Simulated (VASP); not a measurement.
Write the native input for VASP 6.6.1 that does the following.

```yaml
Task: single point
Functional: PBE
Potentials_or_basis: VASP PAW PBE potentials, release 64 (Mn_pv, O)
Cutoff: 520 eV
k_mesh: 8 × 8 × 8
Occupations: gaussian, width 0.05 eV
Spin: collinear spin, ferromagnetic start
Starting_moments: "[4.7, 0.0] μB"
Hubbard_terms: Mn d U = 3.9 eV
Dipole_correction: no
Further_INCAR_settings: ALGO = Normal; EDIFF = 1e-07; NBANDS = 20
```

The structure of MnO lies in POSCAR:

```
MnO
1.0
    0.0000000000      2.2220003343      2.2220003343
    2.2220003343      0.0000000000      2.2220003343
    2.2220003343      2.2220003343      0.0000000000
Mn O
1 1
Direct
    0.0000000000      0.0000000000      0.0000000000
    0.5000000000      0.5000000000      0.5000000000
```

The input as run:

INCAR

```
PREC = Accurate
ENCUT = 520
EDIFF = 1E-7
ISMEAR = 0
SIGMA = 0.05
LREAL = F
LASPH = T
NELM = 150
ALGO = Normal
ISIF = 2
LWAVE = F
LCHARG = F
ISPIN = 2
MAGMOM = 4.7 0
LORBIT = 11
LMAXMIX = 4
LDAU = T
LDAUTYPE = 2
LDAUL = 2 -1
LDAUU = 3.9 0
LDAUJ = 0 0
LDAUPRINT = 1
GGA = PE
NBANDS = 20
```

KPOINTS

```
Automatic mesh
0
Gamma
  8 8 8
```

Potentials or basis: VASP PAW PBE potentials, release 64 (Mn_pv, O).

Run with:

```console
$ cat potpaw_PBE.64/Mn_pv/POTCAR potpaw_PBE.64/O/POTCAR > POTCAR
$ mpirun -np 1 vasp_std > vasp.out
```

Results of the run:

The pressure is 7.9 GPa, the band gap on the k mesh is 0.21 eV, indirect (least direct gap 2.70 eV) and the net moment is 5.00 μB per cell. The site moments are Mn +4.62; O +0.16 μB and the valence electrons inside the program's atomic spheres are Mn 11.35; O 5.01.

Caveat: a cell with one magnetic atom can't hold antiferromagnetic order, which such compounds often take.

Run time: 10 s on 1 thread of Intel(R) Xeon(R) 6975P-C (Granite Rapids), with other jobs on the host, peak memory 0.15 GiB.
